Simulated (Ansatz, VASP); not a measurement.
**Two plane-wave programs on CdS**

File INCAR:

```
SYSTEM = CdS
PREC = Accurate ; ENCUT = 520
EDIFF = 1E-6 ; ISMEAR = -1
SIGMA = 0.05 ; LREAL = .False.
LASPH = .True. ; NELM = 80
ALGO = Normal ; ISIF = 2
LWAVE = .False. ; LCHARG = .False.
GGA = RP ; NBANDS = 16
```

Contents of KPOINTS:

```
regular mesh
0
Gamma
  8 8 8
  0 0 0
```

File POSCAR:

```
CdS
1.0
    0.0000000000      2.9165000000      2.9165000000
    2.9165000000      0.0000000000      2.9165000000
    2.9165000000      2.9165000000      0.0000000000
Cd S
1 1
Direct
    0.0000000000      0.0000000000      0.0000000000
    0.7500000000      0.7500000000      0.7500000000
```

input.yaml

```yaml
crystal:
  lattice:
    - [0.0, 2.9165, 2.9165]
    - [2.9165, 0.0, 2.9165]
    - [2.9165, 2.9165, 0.0]
  atoms:
    - { symbol: Cd, position: [0.0, 0.0, 0.0] }
    - { symbol: S, position: [0.75, 0.75, 0.75] }
hamiltonian:
  xc: rpbe
  pseudopotentials: { kind: paw }
kpoints:
  mp_grid: { grid: [8, 8, 8] }
scf:
  occupations: { method: fermi_dirac, width: 0.05 }
output:
  forces: true
  stress: true
  eigenvalues: true
```

Alike in both runs: task single point; functional RPBE; k mesh 8 × 8 × 8; occupations fermi-dirac, width 0.05 eV; no spin polarisation.

|  | VASP | Ansatz |
| --- | --- | --- |
| version | VASP 6.6.1 | Ansatz 0.2.0 |
| potentials or method | VASP PAW PBE potentials, release 64 (Cd, S) | Ansatz PAW |
| plane-wave cutoff (eV) | 520 | 420 |
| valence electrons in the cell | 18 | 26 |

|  | VASP | Ansatz | Ansatz less VASP |
| --- | --- | --- | --- |
| gap on the k mesh at the Fermi level (eV) | 1.33 | 1.33 | -0.003 |
| least direct gap on the mesh (eV) | 1.33 | 1.33 | -0.003 |
| pressure (GPa) | 5.4 | 5.1 | -0.34 |

VASP's potentials were made for PBE, not for RPBE. VASP's potentials hold 18 valence electrons a cell and Ansatz's 26, so a difference there can come from the potentials and not from the codes.
